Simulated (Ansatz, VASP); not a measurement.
# InRuS3 in VASP and in Ansatz

```
CELL_PARAMETERS angstrom
3.31611 1.91456 2.74927
-3.31611 1.91456 2.74927
0.00000 -3.82911 2.74927
ATOMIC_POSITIONS crystal
In 0.42980 0.42980 0.42980
Ru 0.96245 0.96245 0.96245
S 0.02984 0.49412 0.02984
S 0.49412 0.02984 0.02984
S 0.02984 0.02984 0.49412
```

Alike in both runs: functional PBE; k mesh 12 × 12 × 12; occupations gaussian, width 0.1 eV; no spin polarisation.

Ansatz relaxed the structure, and its values are those at the end. VASP's run is a single point on that final structure, the one shown.

|  | VASP | Ansatz |
| --- | --- | --- |
| version | VASP 6.6.1 | Ansatz 0.2.0 |
| potentials or method | VASP PAW PBE potentials, release 64 (In_d, Ru_pv, S), cutoff 520 eV | scalar-relativistic, plane waves, PAW |
| valence electrons in the cell | 45 | 47 |

```tsv
	VASP	Ansatz	Ansatz less VASP
gap on the k mesh at the Fermi level (eV)	none	none	-
pressure (GPa)	-0.1	0.0	+0.11
rms of the force components (eV/Å)	0.011	0.001	-0.0100
```

A gap of «none» marks a metal or a gap that the smearing closes. The functional is the same, so the differences come from potentials, cutoffs and numerics. VASP's potentials hold 45 valence electrons a cell and Ansatz's 47, so a difference there can come from the potentials and not from the codes.
